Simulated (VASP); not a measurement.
Here is a VASP 6.6.1 calculation.

Contents of INCAR:

```
SYSTEM = Sb
ALGO = Normal
EDIFF = 1E-7
ENCUT = 520
GGA = PS
ISIF = 2
ISMEAR = 0
LASPH = .True.
LCHARG = .True.
LELF = .True.
LREAL = .False.
LVHAR = .True.
LWAVE = .False.
NBANDS = 8
NELM = 100
PREC = Accurate
SIGMA = 0.15
```

KPOINTS

```
k-points
0
Gamma
  16 16 16
  0 0 0
```

The input POSCAR:

```
Sb
1.0
    3.1600000000      0.0000000000      0.0000000000
    0.0000000000      3.5745920000      0.0000000000
    0.0000000000      0.0000000000      3.1600000000
Sb
1
Direct
    0.0000000000      0.0000000000      0.0000000000
```

Potentials or basis: VASP PAW PBE potentials, release 64 (Sb).

Launch:

```bash
$ cat potpaw_PBE.64/Sb/POTCAR > POTCAR
$ mpirun -np 1 vasp_std > vasp.out
```

Question: What does it give for the pressure?

Answer: -7.3 GPa.

Stress tensor (GPa, compression positive):
```
 -5.71   0.00   0.00
  0.00 -10.40   0.00
  0.00   0.00  -5.71
```

Caveat: the cell differs from its parent crystal (strain +0.1312 x Voigt [0, 1, 0, 0, 0, 0]); the PAW data sets were made with another functional, which shifts forces and pressure a little.
